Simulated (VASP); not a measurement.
# CoO (R3m) in VASP: single point with r2SCAN

Aim: the single point of CoO with r2SCAN.

All numbers are computed with VASP 6.6.1; they aren't measurements. Logs are shortened: lines on timing, memory, paths and dates and some standing lists are left out, and cuts for length are marked.

## Step 1: The cell of the first run

It takes space group R3m (No. 160, trigonal). The conventional cell has a = 3.206 Å, b = 3.206 Å, c = 7.718 Å, α = 90.00°, β = 90.00°, γ = 120.00°. Co (site symmetry 3m) has 4 O at 1.91 to 1.97 Å within 2.5 Å. Within 2.5 Å of O (site symmetry 3m) lie 4 Co at 1.91 to 1.97 Å.

## Step 2: Single point, r2SCAN, collinear spin, antiferromagnetic start

Input file POSCAR:

```
CoO
1.0
    1.6029955698      0.9254899237      5.1454632075
   -1.6029955698      0.9254899237      5.1454632075
    0.0000000000     -1.8509798474      5.1454632075
Co O
2 2
Direct
    0.9993814524      0.9993814524      0.9993814524
    0.4993808342      0.4993808342      0.4993808342
    0.3756185921      0.3756185921      0.3756185921
    0.8756184713      0.8756184713      0.8756184713
```

Input file INCAR.step1:

```
  PREC = Accurate
  ENCUT = 520
  ISMEAR = 0
  SIGMA = 0.02
  LREAL = False
  LASPH = True
  NELM = 150
  ISPIN = 2
  MAGMOM = -2.51 2.51 -0.13 0.13
  LMAXMIX = 4
  NBANDS = 27
  GGA = PE
  ALGO = Normal
  EDIFF = 1E-4
  LWAVE = True
  LCHARG = False
```

Input file INCAR.step2:

```
  PREC = Accurate
  ENCUT = 520
  EDIFF = 1E-7
  ISMEAR = 0
  SIGMA = 0.02
  LREAL = False
  LASPH = True
  NELM = 150
  ALGO = Normal
  ISIF = 2
  LWAVE = False
  LCHARG = False
  ISPIN = 2
  MAGMOM = -2.51 2.51 -0.13 0.13
  LORBIT = 11
  LMAXMIX = 4
  METAGGA = R2SCAN
  LMIXTAU = True
  NBANDS = 27
  ISTART = 1
```

Input file KPOINTS:

```
Automatic mesh
0
Gamma
  12 12 12
```

Potentials or basis: VASP PAW PBE potentials, release 64 (Co, O).

On the command line:

```bash
$ cat potpaw_PBE.64/Co/POTCAR potpaw_PBE.64/O/POTCAR > POTCAR
$ cp INCAR.step1 INCAR
$ mpirun -np 1 vasp_std > vasp.out
$ cp INCAR.step2 INCAR
$ mpirun -np 1 vasp_std > vasp.out
```

OUTCAR:

```text
PREC = Accurate
   ENCUT = 520
   EDIFF = 1E-7
   ISMEAR = 0
   LREAL = False
   LASPH = True
   NELM = 150
   ISIF = 2
   ISPIN = 2
   LORBIT = 11
   METAGGA = R2SCAN
   ISTART = 1

 ion  position               nearest neighbor table
   1  0.999  0.999  0.999-   4 1.91   3 1.97   3 1.97   3 1.97
   2  0.499  0.499  0.499-   3 1.91   4 1.97   4 1.97   4 1.97
   3  0.376  0.376  0.376-   2 1.91   1 1.97   1 1.97   1 1.97
   4  0.876  0.876  0.876-   1 1.91   2 1.97   2 1.97   2 1.97

  LATTYP: Found a trigonal (rhomboedric) cell.
 ALAT       =     5.4682646256
 COS(alpha) =     0.8281317743

  Lattice vectors:

 A1 = (   1.6029955698,   0.9254899237,   5.1454632075)
 A2 = (  -1.6029955698,   0.9254899237,   5.1454632075)
 A3 = (   0.0000000000,  -1.8509798474,   5.1454632075)

Analysis of symmetry for initial positions (statically):
=====================================================================
 Subroutine PRICEL returns following result:

  LATTYP: Found a trigonal (rhomboedric) cell.
 ALAT       =     3.1693887736
 COS(alpha) =     0.4883845992
[... 12 lines left out ...]
 Subroutine GETGRP returns: Found  6 space group operations
 (whereof  6 operations were pure point group operations)
 out of a pool of 12 trial point group operations.

The static configuration has the point symmetry C_3v.

Analysis of symmetry for dynamics (positions and initial velocities):
=====================================================================
 Subroutine PRICEL returns following result:

  LATTYP: Found a trigonal (rhomboedric) cell.
 ALAT       =     3.1693887736
 COS(alpha) =     0.4883845992
[... 12 lines left out ...]
 Subroutine GETGRP returns: Found  6 space group operations
 (whereof  6 operations were pure point group operations)
 out of a pool of 12 trial point group operations.

The dynamic configuration has the point symmetry C_3v.

Analysis of structural, dynamic, and magnetic symmetry:
=====================================================================
 Subroutine PRICEL returns following result:

  LATTYP: Found a trigonal (rhomboedric) cell.
 ALAT       =     3.1693887736
 COS(alpha) =     0.4883845992
[... 12 lines left out ...]
 Subroutine GETGRP returns: Found  6 space group operations
 (whereof  6 operations were pure point group operations)
 out of a pool of 12 trial point group operations.

The overall configuration has the point symmetry C_3v.

 Subroutine INISYM returns: Found  6 space group operations
 (whereof  6 operations are pure point group operations),
 and found     2 'primitive' translations

----------------------------------------------------------------------------------------

                                     Primitive cell

  volume of cell :      22.9007

  direct lattice vectors                    reciprocal lattice vectors
     0.000000000 -1.850979847 -2.572722061    -0.000000771 -0.360170043 -0.129564135
    -1.602995570  0.925489924 -2.572722061    -0.311916792  0.180084353 -0.129564135
     1.602995570  0.925489924 -2.572741147     0.311915250  0.180084353 -0.129564135

  length of vectors
     3.169388774  3.169388774  3.169404266     0.382765365  0.382765365  0.382764108

  position of ions in fractional coordinates (direct lattice)
     0.001234624  0.001234624  0.001234624
     0.248760892  0.248760892  0.248760892

  ion indices of the primitive-cell ions
   primitive index   ion index
                 1           1
                 2           4

----------------------------------------------------------------------------------------

 KPOINTS: Automatic mesh

Automatic generation of k-mesh.
 Grid dimensions read from file:
 generate k-points for:   12   12   12

 Generating k-lattice:

  Cartesian coordinates                     Fractional coordinates (reciprocal lattice)
     0.025993002  0.015007067  0.005398499     0.083333333  0.000000000  0.000000000
    -0.025993002  0.015007067  0.005398499     0.000000000  0.083333333  0.000000000
     0.000000000 -0.030014133  0.005398499     0.000000000  0.000000000  0.083333333

  Length of vectors
     0.030495770  0.030495770  0.030495770

  Shift w.r.t. Gamma in fractional coordinates (k-lattice)
     0.000000000  0.000000000  0.000000000

 Subroutine IBZKPT returns following result:
 ===========================================

 Found    189 irreducible k-points:

 Following reciprocal coordinates:
            Coordinates               Weight
  0.000000  0.000000  0.000000      1.000000
  0.083333  0.000000 -0.000000      6.000000
  0.166667  0.000000  0.000000      6.000000
  0.250000  0.000000  0.000000      6.000000
  0.333333  0.000000 -0.000000      6.000000
  0.416667  0.000000  0.000000      6.000000
[... 16 lines left out ...]
  0.500000  0.166667 -0.000000     12.000000
 -0.416667  0.166667  0.000000     12.000000
 [... further k-points ...]
   k-points           NKPTS =    189   k-points in BZ     NKDIM =    189   number of bands    NBANDS=     27
   number of dos      NEDOS =    301   number of ions     NIONS =      4
   total plane-waves  NPLWV =  74088
   dimension x,y,z NGX =    42 NGY =   42 NGZ =   42
   dimension x,y,z NGXF=    84 NGYF=   84 NGZF=   84
   ions per type =               2   2
   NGX,Y,Z   is equivalent  to a cutoff of  12.77, 12.77, 12.77 a.u.
   NGXF,Y,Z  is equivalent  to a cutoff of  25.54, 25.54, 25.54 a.u.
 SYSTEM =  unknown system
   PREC   = accura    normal or accurate (medium, high low for compatibility)
   ISTART =      1    job   : 0-new  1-cont  2-samecut
   ICHARG =      0    charge: 1-file 2-atom 10-const
   ISPIN  =      2    spin polarized calculation?
   LNONCOLLINEAR =      F non collinear calculations
   LSORBIT =      F    spin-orbit coupling
   LASPH  =      T    aspherical Exc in radial PAW
   ENCUT  =  520.0 eV  38.22 Ry    6.18 a.u.  10.17 10.17 10.17*2*pi/ulx,y,z
   NELM   =    150;   NELMIN=  2; NELMDL=  0     # of ELM steps
   EDIFF  = 0.1E-06   stopping-criterion for ELM
   LREAL  =      F    real-space projection
   EDIFFG = 0.1E-05   stopping-criterion for IOM
   NSW    =      0    number of steps for IOM
   IBRION =     -1    ionic relax: 0-MD 1-quasi-New 2-CG
   NFREE  =      0    steps in history (QN), initial steepest desc. (CG)
   ISIF   =      2    stress and relaxation
   ISYM   =      2    0-nonsym 1-usesym 2-fastsym
   POTIM  = 0.5000    time-step for ionic-motion
   TEBEG  =    0.0;   TEEND  =   0.0 temperature during run
   PSTRESS=    0.0 pullay stress
   NELECT =      30.0000    total number of electrons
   NUPDOWN=      -1.0000    fix difference up-down
   EMIN   =  10.00;   EMAX   =-10.00  energy-range for DOS
   EFERMI =   0.00;   METHOD = LEGACY
   ISMEAR =     0;   SIGMA  =   0.02  broadening in eV -4-tet -1-fermi 0-gaus
   EFERMI_NEDOS =   21; number of points for ismear=-14 and -15
   IALGO  =     38    algorithm
   IMIX   =      4    mixing-type and parameters
     AMIX     =   0.40;   BMIX     =  1.00
     AMIX_MAG =   1.60;   BMIX_MAG =  1.00
  volume/ion in A,a.u.               =      11.45        77.27
  Fermi-wavevector in a.u.,A,eV,Ry     =   1.421746  2.686710 27.502294  2.021362
  Thomas-Fermi vector in A             =   2.542523
   LORBIT       =     11    0 simple, 1 ext, 2 COOP (PROOUT), +10 PAW based schemes
   METAGGA = R2SCAN    functional components
   LHFCALC =     F    Hartree Fock is set to
   AEXX    =    0.0000 exact exchange contribution
   IVDW    =     0    specifies the selected vdW correction
   LEPSILON=     F    determine dielectric tensor
   LRPA    =     F    only Hartree local field effects (RPA)
 spin polarized calculation
 Gauss-broadening in eV      SIGMA  =   0.02
  energy-cutoff  :      520.00
  volume of cell :       45.80
 maximum number of plane-waves:      1252
 NGX is ok and might be reduce to    42
   NGX = 21   NGY = 21   NGZ = 21

 number of electron      30.0000004 magnetization      -0.0000000

 Free energy of the ion-electron system (eV)
  ---------------------------------------------------
  ext. energy  EPLUGINS =         0.00000000
  ---------------------------------------------------
  free energy    TOTEN  =       -42.97015948 eV

  energy without entropy =      -42.97015948  energy(sigma->0) =      -42.97015948

 E-fermi :   5.9970     XC(G=0): -11.8380

 val. band max:        5.8563629102   @ k =   0.5000   0.5000   0.5000
 cond. band min:       6.5720727155   @ k =   0.0000   0.0000   0.0000
 fundamental gap:      0.7157098053
 Fermi energy:         5.9970379218

 spin component 1

 k-point     1 :       0.0000    0.0000    0.0000
  band No.  band energies     occupation
      1     -14.8986      1.00000
      2     -14.1970      1.00000
      3      -0.9752      1.00000
      4      -0.3235      1.00000
      5      -0.3235      1.00000
      6      -0.0649      1.00000
[... 709 lines left out ...]
     26      20.3862      0.00000
     27      24.4132      0.00000

 [... further k-points ...]

 spin component 2

 k-point     1 :       0.0000    0.0000    0.0000
  band No.  band energies     occupation
      1     -14.8986      1.00000
      2     -14.1969      1.00000
      3      -0.9753      1.00000
      4      -0.3236      1.00000
      5      -0.3236      1.00000
      6      -0.0648      1.00000
[... 709 lines left out ...]
     26      20.3862      0.00000
     27      24.4132      0.00000

 [... further k-points ...]

------------------------ aborting loop because EDIFF is reached ----------------------------------------

  FORCE on cell =-STRESS in cart. coord.  units (eV):
  Direction    XX          YY          ZZ          XY          YZ          ZX
  --------------------------------------------------------------------------------------
  -------------------------------------------------------------------------------------
  Total       -0.0774223     -0.0774223     -0.0477864      0.0000000      0.0000000      0.0000000
  in kB       -2.7083001     -2.7083001     -1.6716122      0.0000000      0.0000000      0.0000000
  external PRESSURE =      -2.3627375 kB  Pullay stress =       0.0000000 kB

 VOLUME and BASIS-vectors are now :
 -----------------------------------------------------------------------------
  energy-cutoff  :      520.00
  volume of cell :       45.80
      direct lattice vectors                 reciprocal lattice vectors
     1.602995570  0.925489924  5.145463207     0.311916021  0.180084799  0.064781988
    -1.602995570  0.925489924  5.145463207    -0.311916021  0.180084799  0.064781988
     0.000000000 -1.850979847  5.145463207     0.000000000 -0.360169598  0.064781988

 POSITION                                       TOTAL-FORCE (eV/Angst)
 -----------------------------------------------------------------------------------
      0.00000      0.00000     15.42684         0.000000      0.000000     -0.000420
      0.00000      0.00000      7.70864        -0.000000     -0.000000     -0.000420
      0.00000      0.00000      5.79819        -0.000000      0.000000      0.000420
      0.00000      0.00000     13.51639        -0.000000     -0.000000      0.000420
 -----------------------------------------------------------------------------------
    total drift:                               -0.000000     -0.000000     -0.000672

  FREE ENERGIE OF THE ION-ELECTRON SYSTEM (eV)
  ---------------------------------------------------
  free  energy   TOTEN  =       -42.9701594783 eV

  energy  without entropy=      -42.9701594783  energy(sigma->0) =      -42.97015948

 total charge

# of ion       s       p       d       tot
------------------------------------------
    1        0.359   0.467   7.164   7.990
    2        0.359   0.467   7.164   7.990
    3        1.554   3.493   0.000   5.047
    4        1.554   3.493   0.000   5.047
--------------------------------------------------
tot          3.825   7.919  14.329  26.073

 magnetization (x)

# of ion       s       p       d       tot
------------------------------------------
    1       -0.019  -0.057  -2.409  -2.485
    2        0.019   0.057   2.409   2.485
    3       -0.011  -0.106   0.000  -0.117
    4        0.011   0.106   0.000   0.117
--------------------------------------------------
tot          0.000  -0.000   0.000  -0.000
```

It took 2.3 h on 1 thread of Oxide Virtual Turin-like, shared host; peak memory 0.55 GiB.

What came out:

* Free energy: -42.9702 eV
* Pressure: -0.2 GPa
* Band gap on the k mesh: 0.72 eV
* Net moment: 0.00 μB per cell
* Site moments: Co -2.48, +2.48; O -0.12, +0.12 μB
* Valence electrons inside the program's atomic spheres: Co 7.99; O 5.05

Caveat: the PAW data sets were made with another functional, which shifts forces and pressure a little. A k mesh can miss the band edges.
